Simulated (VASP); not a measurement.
# ScPt3 (Pm-3m) in VASP: notebook

Runs on ScPt3. Level: LDA. Tasks: single point, relaxation of volume and atoms at fixed shape.

Program: VASP 6.6.1. These are calculated values, not measurements. Logs are shortened: lines on timing, memory, paths and dates and some standing lists are left out, and cuts for length are marked.

**1. The cell of the first run**

The structure is cubic, space group Pm-3m (No. 221). The conventional cell has a = 3.922 Å, b = 3.922 Å, c = 3.922 Å, α = 90.00°, β = 90.00°, γ = 90.00°. Sc (site symmetry m-3m) has 12 Pt at 2.77 Å within 3.7 Å. Within 3.7 Å of Pt (site symmetry 4/mmm) lie 4 Sc at 2.77 Å and 8 Pt at 2.77 Å.

**2. Single point, LDA**

The input, INCAR:

```
ALGO = Normal
EDIFF = 1E-6
ENCUT = 520
ISIF = 2
ISMEAR = -1
LASPH = True
LCHARG = True
LELF = True
LREAL = False
LVHAR = True
LWAVE = False
NBANDS = 28
NELM = 60
PREC = Accurate
SIGMA = 0.05
```

The input, KPOINTS:

```
k-points
0
Gamma
  10 10 10
```

The input, POSCAR:

```
ScPt3
1.0
    3.9219407855      0.0000000000      0.0000000000
    0.0000000000      3.9219407855      0.0000000000
    0.0000000000      0.0000000000      3.9219407855
Sc Pt
1 3
Direct
    0.0000000000      0.0000000000      0.0000000000
    0.0000000000      0.5000000000      0.5000000000
    0.5000000000      0.0000000000      0.5000000000
    0.5000000000      0.5000000000      0.0000000000
```

Potentials or basis: VASP PAW LDA potentials, release 64 (Sc_sv, Pt).

Run with:

```console
$ cat potpaw_LDA.64/Sc_sv/POTCAR potpaw_LDA.64/Pt/POTCAR > POTCAR
$ mpirun -np 1 vasp_std > vasp.out
```

OUTCAR:

```text
EDIFF = 1E-6
   ENCUT = 520
   ISIF = 2
   ISMEAR = -1
   LASPH = True
   LREAL = False
   NELM = 60
   PREC = Accurate

 ion  position               nearest neighbor table
   1  0.000  0.000  0.000-   2 2.77   3 2.77   4 2.77   2 2.77   3 2.77   2 2.77   4 2.77   2 2.77
                             3 2.77   4 2.77   3 2.77   4 2.77
   2  0.000  0.500  0.500-   1 2.77   3 2.77   4 2.77   1 2.77   4 2.77   1 2.77   3 2.77   1 2.77
                             3 2.77   4 2.77   4 2.77   3 2.77
   3  0.500  0.000  0.500-   1 2.77   2 2.77   4 2.77   1 2.77   4 2.77   2 2.77   4 2.77   4 2.77
                             1 2.77   2 2.77   1 2.77   2 2.77
   4  0.500  0.500  0.000-   1 2.77   2 2.77   3 2.77   2 2.77   3 2.77   1 2.77   3 2.77   3 2.77
                             1 2.77   2 2.77   2 2.77   1 2.77

  LATTYP: Found a simple cubic cell.
 ALAT       =     3.9219407855

  Lattice vectors:

 A1 = (   3.9219407855,   0.0000000000,   0.0000000000)
 A2 = (   0.0000000000,   3.9219407855,   0.0000000000)
 A3 = (   0.0000000000,   0.0000000000,   3.9219407855)

Analysis of symmetry for initial positions (statically):
=====================================================================
 Subroutine PRICEL returns:
 Original cell was already a primitive cell.

 Routine SETGRP: Setting up the symmetry group for a
 simple cubic supercell.

 Subroutine GETGRP returns: Found 48 space group operations
 (whereof 48 operations were pure point group operations)
 out of a pool of 48 trial point group operations.

The static configuration has the point symmetry O_h .

Analysis of symmetry for dynamics (positions and initial velocities):
=====================================================================
 Subroutine PRICEL returns:
 Original cell was already a primitive cell.

 Routine SETGRP: Setting up the symmetry group for a
 simple cubic supercell.

 Subroutine GETGRP returns: Found 48 space group operations
 (whereof 48 operations were pure point group operations)
 out of a pool of 48 trial point group operations.

The dynamic configuration has the point symmetry O_h .

 Subroutine INISYM returns: Found 48 space group operations
 (whereof 48 operations are pure point group operations),
 and found     1 'primitive' translations

----------------------------------------------------------------------------------------

                                     Primitive cell

  volume of cell :      60.3258

[... 91 lines left out ...]
   NELM   =     60;   NELMIN=  2; NELMDL= -5     # of ELM steps
   EDIFF  = 0.1E-05   stopping-criterion for ELM
   LREAL  =      F    real-space projection
   EDIFFG = 0.1E-04   stopping-criterion for IOM
   NSW    =      0    number of steps for IOM
   IBRION =     -1    ionic relax: 0-MD 1-quasi-New 2-CG
   NFREE  =      0    steps in history (QN), initial steepest desc. (CG)
   ISIF   =      2    stress and relaxation
   ISYM   =      2    0-nonsym 1-usesym 2-fastsym
   POTIM  = 0.5000    time-step for ionic-motion
   TEBEG  =    0.0;   TEEND  =   0.0 temperature during run
   PSTRESS=    0.0 pullay stress
   NELECT =      41.0000    total number of electrons
   NUPDOWN=      -1.0000    fix difference up-down
   EMIN   =  10.00;   EMAX   =-10.00  energy-range for DOS
   EFERMI =   0.00;   METHOD = LEGACY
   ISMEAR =    -1;   SIGMA  =   0.05  broadening in eV -4-tet -1-fermi 0-gaus
   EFERMI_NEDOS =   21; number of points for ismear=-14 and -15
   IALGO  =     38    algorithm
   IMIX   =      4    mixing-type and parameters
     AMIX     =   0.40;   BMIX     =  1.00
     AMIX_MAG =   1.60;   BMIX_MAG =  1.00
  volume/ion in A,a.u.               =      15.08       101.77
  Fermi-wavevector in a.u.,A,eV,Ry     =   1.439357  2.719990 28.187837  2.071748
  Thomas-Fermi vector in A             =   2.558221
   LORBIT       =      0    0 simple, 1 ext, 2 COOP (PROOUT), +10 PAW based schemes
   GGA     = CA    functional components
   LHFCALC =     F    Hartree Fock is set to
   AEXX    =    0.0000 exact exchange contribution
   IVDW    =     0    specifies the selected vdW correction
   LEPSILON=     F    determine dielectric tensor
   LRPA    =     F    only Hartree local field effects (RPA)
 non-spin polarized calculation
  energy-cutoff  :      520.00
  volume of cell :       60.33
 maximum number of plane-waves:      1647
 NGX is ok and might be reduce to    30
   NGX = 15   NGY = 15   NGZ = 15

 number of electron      41.0000004 magnetization

 Free energy of the ion-electron system (eV)
  ---------------------------------------------------
  ext. energy  EPLUGINS =         0.00000000
  ---------------------------------------------------
  free energy    TOTEN  =       -33.61323391 eV

  energy without entropy =      -33.59452330  energy(sigma->0) =      -33.60387861

 E-fermi :  10.0007     XC(G=0): -13.3634

 val. band max:        9.9679269319   @ k =   0.2000   0.2000   0.0000
 cond. band min:      10.0222360027   @ k =   0.4000   0.3000   0.3000
 fundamental gap:      0.0543090708
 Fermi energy:        10.0007494235

 k-point     1 :       0.0000    0.0000    0.0000
  band No.  band energies     occupation
      1     -38.2428      2.00000
      2     -17.2672      2.00000
      3     -17.2672      2.00000
      4     -17.2672      2.00000
      5       0.6720      2.00000
      6       3.4320      2.00000
[... 733 lines left out ...]
     27      16.2784      0.00000
     28      16.5597      0.00000

 [... further k-points ...]

------------------------ aborting loop because EDIFF is reached ----------------------------------------

  FORCE on cell =-STRESS in cart. coord.  units (eV):
  Direction    XX          YY          ZZ          XY          YZ          ZX
  --------------------------------------------------------------------------------------
  -------------------------------------------------------------------------------------
  Total        0.3792005      0.3792005      0.3792005      0.0000000      0.0000000     -0.0000000
  in kB       10.0710883     10.0710883     10.0710883      0.0000000      0.0000000     -0.0000000
  external PRESSURE =      10.0710883 kB  Pullay stress =       0.0000000 kB

 VOLUME and BASIS-vectors are now :
 -----------------------------------------------------------------------------
  energy-cutoff  :      520.00
  volume of cell :       60.33
      direct lattice vectors                 reciprocal lattice vectors
     3.921940785  0.000000000  0.000000000     0.254975803  0.000000000  0.000000000
     0.000000000  3.921940785  0.000000000     0.000000000  0.254975803  0.000000000
     0.000000000  0.000000000  3.921940785     0.000000000  0.000000000  0.254975803

 POSITION                                       TOTAL-FORCE (eV/Angst)
 -----------------------------------------------------------------------------------
      0.00000      0.00000      0.00000         0.000000      0.000000      0.000000
      0.00000      1.96097      1.96097         0.000000      0.000000      0.000000
      1.96097      0.00000      1.96097         0.000000      0.000000      0.000000
      1.96097      1.96097      0.00000         0.000000      0.000000      0.000000
 -----------------------------------------------------------------------------------
    total drift:                                0.000000      0.000000     -0.000000

  FREE ENERGIE OF THE ION-ELECTRON SYSTEM (eV)
  ---------------------------------------------------
  free  energy   TOTEN  =       -33.6132339144 eV

  energy  without entropy=      -33.5945232990  energy(sigma->0) =      -33.60387861
```

OSZICAR:

```text
N       E                     dE             d eps       ncg     rms          rms(c)
DAV:   1     0.383992773550E+03    0.38399E+03   -0.18840E+04  3152   0.155E+03
DAV:   2     0.760176228299E+00   -0.38323E+03   -0.37105E+03  3184   0.439E+02
DAV:   3    -0.343013702899E+02   -0.35062E+02   -0.31952E+02  4884   0.115E+02
DAV:   4    -0.358586586960E+02   -0.15573E+01   -0.15330E+01  4852   0.297E+01
DAV:   5    -0.358667720673E+02   -0.81134E-02   -0.81088E-02  4052   0.165E+00    0.211E+01
DAV:   6    -0.339548310290E+02    0.19119E+01   -0.44928E+00  4324   0.157E+01    0.910E+00
DAV:   7    -0.336695577783E+02    0.28527E+00   -0.85044E-01  4784   0.123E+01    0.331E+00
DAV:   8    -0.336223188180E+02    0.47239E-01   -0.16207E-01  4824   0.388E+00    0.184E+00
DAV:   9    -0.336138826904E+02    0.84361E-02   -0.11237E-02  4060   0.752E-01    0.410E-01
DAV:  10    -0.336132536060E+02    0.62908E-03   -0.77355E-04  5132   0.317E-01    0.120E-01
DAV:  11    -0.336132349874E+02    0.18619E-04   -0.55732E-05  4864   0.934E-02    0.106E-02
DAV:  12    -0.336132338599E+02    0.11275E-05   -0.41717E-06  3608   0.219E-02    0.341E-03
DAV:  13    -0.336132339144E+02   -0.54482E-07   -0.39046E-07  1780   0.610E-03
   1 F= -.33613234E+02 E0= -.33603879E+02  d E =-.187106E-01
```

It took 36 s on 1 thread of Intel Xeon 6975P-C (Granite Rapids), shared host; peak memory 0.2 GiB.

What came out:

```yaml
Free_energy: -33.6132 eV
Pressure: 1.0 GPa
Band_gap_on_the_k_mesh: zero (an odd number of electrons rules out a gap without spin polarisation)
```

Levels at points of the mesh, in eV from the Fermi level:
```
           k point  band 19  band 20  band 21  band 22  band 23  band 24
(0.00, 0.00, 0.00)     0.54     0.54     2.51     2.51     2.51     3.47
(0.50, 0.00, 0.00)    -2.01    -0.80     0.54     1.74     1.74     2.79
(0.50, 0.50, 0.00)    -1.72    -1.68    -1.19     2.08     2.08     2.36
(0.50, 0.50, 0.50)     0.08     0.08     0.44     0.44     0.44     2.75
```

Caveat: spin-orbit coupling is left out, which moves the levels of the heavy elements.

**3. Relaxation of volume and atoms at fixed shape, LDA**

This run uses another cell than the first one, of 15.50 Å³/atom.

The input, INCAR:

```
SYSTEM = ScPt3
PREC = Accurate
ENCUT = 600
EDIFF = 1E-6
ISMEAR = -1
SIGMA = 0.05
LREAL = .FALSE.
LASPH = .TRUE.
NELM = 80
ALGO = Normal
ISIF = 8
LWAVE = .FALSE.
LCHARG = .FALSE.
GGA = CA
IBRION = 2
NSW = 80
EDIFFG = -0.02
```

The input, KPOINTS:

```
Automatic mesh
0
G
  10 10 10
  0 0 0
```

The input, POSCAR:

```
ScPt3
1.0
    3.9580000000      0.0000000000      0.0000000000
    0.0000000000      3.9580000000      0.0000000000
    0.0000000000      0.0000000000      3.9580000000
Sc Pt
1 3
Direct
    0.0000000000      0.0000000000      0.0000000000
    0.0000000000      0.5000000000      0.5000000000
    0.5000000000      0.0000000000      0.5000000000
    0.5000000000      0.5000000000      0.0000000000
```

Potentials or basis: VASP PAW LDA potentials, release 64 (Sc_sv, Pt).

Run with:

```console
$ cat potpaw_LDA.64/Sc_sv/POTCAR potpaw_LDA.64/Pt/POTCAR > POTCAR
$ mpirun -np 1 vasp_std > vasp.out
```

Wall time 64 s (1 thread of Intel Xeon 6975P-C (Granite Rapids), shared host); peak memory 0.23 GiB.

The run converged. Its results:

* Free energy: -33.6147 eV
* Relaxed volume: 15.16 Å³/atom
* Relaxed cell: a = 3.928 Å, b = 3.928 Å, c = 3.928 Å, α = 90.00°, β = 90.00°, γ = 90.00°
* Space group after relaxing (to 0.1 Å): Pm-3m (No. 221)
* Energy gained by relaxing: 6.0 meV/atom
* Ionic steps: 3
* Pressure after relaxing: -0.1 GPa
* Band gap on the k mesh: zero (an odd number of electrons rules out a gap without spin polarisation)

The path:
```csv
step,energy change (eV),largest force (eV/Å),pressure (GPa),volume (Å³)
1,0.0000,0.0000,-5.33,62.01
2,0.1111,0.0000,14.69,57.49
3,-0.0240,0.0000,-0.11,60.62
```

Final structure:
```
Sc Pt
1.0
     3.92831    0.00000    0.00000
     0.00000    3.92831    0.00000
     0.00000    0.00000    3.92831
Sc Pt
1 3
Direct
  0.00000 0.00000 0.00000
  0.00000 0.50000 0.50000
  0.50000 0.00000 0.50000
  0.50000 0.50000 0.00000
```

Levels at points of the mesh, in eV from the Fermi level:
| k point | band 18 | band 19 | band 20 | band 21 | band 22 | band 23 | band 24 |
| --- | --- | --- | --- | --- | --- | --- | --- |
| (0.00, 0.00, 0.00) | 0.53 | 0.53 | 0.53 | 2.50 | 2.50 | 2.50 | 3.45 |
| (0.50, 0.00, 0.00) | -2.03 | -2.00 | -0.79 | 0.54 | 1.74 | 1.74 | 2.78 |
| (0.50, 0.50, 0.00) | -2.47 | -1.70 | -1.67 | -1.17 | 2.06 | 2.06 | 2.36 |
| (0.50, 0.50, 0.50) | 0.07 | 0.07 | 0.07 | 0.45 | 0.45 | 0.45 | 2.74 |

Caveat: spin-orbit coupling is left out, which moves the levels of the heavy elements.
